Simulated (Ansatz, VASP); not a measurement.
# Two plane-wave programs on In

Contents of POSCAR:

```
In
1.0
    3.3907470640      0.0000000000      0.0000000000
   -1.6953735320      2.9364730952      0.0000000000
    0.0000000000      0.0000000000     10.9841055220
In
4
Direct
    1.0000000000      0.0000000000      1.0000000000
    1.0000000000      0.0000000000      0.5000000000
    0.3333333333      0.6666666667      0.2500000000
    0.6666666667      0.3333333333      0.7500000000
```

File INCAR.step1:

```
PREC = Accurate ; ENCUT = 520
ISMEAR = -1 ; SIGMA = 0.1
LREAL = F ; LASPH = T
NELM = 60 ; NBANDS = 34
GGA = PE ; ALGO = Normal
EDIFF = 1E-4 ; LWAVE = T
LCHARG = F
```

The input INCAR.step2:

```
PREC = Accurate ; ENCUT = 520
EDIFF = 1E-6 ; ISMEAR = -1
SIGMA = 0.1 ; LREAL = F
LASPH = T ; NELM = 60
ALGO = Normal ; ISIF = 2
LWAVE = F ; LCHARG = F
METAGGA = R2SCAN ; LMIXTAU = T
NBANDS = 34 ; ISTART = 1
```

File KPOINTS:

```
Automatic mesh
0
Gamma
  12 12 4
```

Input for Ansatz:

```yaml
crystal:
  lattice:
    - [3.390747064, 0.0, 0.0]
    - [-1.695373532, 2.9364730952, 0.0]
    - [0.0, 0.0, 10.984105522]
  atoms:
    - { symbol: In, position: [1.0, 0.0, 1.0] }
    - { symbol: In, position: [1.0, 0.0, 0.5] }
    - { symbol: In, position: [0.3333333333, 0.6666666667, 0.25] }
    - { symbol: In, position: [0.6666666667, 0.3333333333, 0.75] }
hamiltonian:
  xc: r2scan
  pseudopotentials:
    kind: paw
    azcp:
      In: "pseudopotentials/In.paw.azcp"
basis:
  ecutwfc: 500
  fft_grid_basis: typed
kpoints:
  mp_grid: { grid: [12, 12, 4], shift: [0, 0, 0] }
magnetization:
  spin_polarized: false
scf:
  occupations: { method: fermi_dirac, width: 0.1 }
  lower_state_search: "off"
output:
  stress: true
```

Alike in both runs: task single point; functional r2SCAN; k mesh 12 × 12 × 4; occupations fermi-dirac, width 0.1 eV; no spin polarisation.

```csv
,VASP,Ansatz
version,VASP 6.6.1,Ansatz 0.2.0
potentials or method,"VASP PAW PBE potentials, release 64 (In_d), cutoff 520 eV","plane waves (500 eV) with PAW, scalar-relativistic"
valence electrons in the cell,52,52
```

|  | VASP | Ansatz | Ansatz less VASP |
| --- | --- | --- | --- |
| pressure (GPa) | -1.5 | -1.4 | +0.06 |
| traceless stress, the component that is largest in VASP (GPa) | 0.08 | 0.07 | -0.004 |

VASP's potentials were made for PBE, not for r2SCAN.
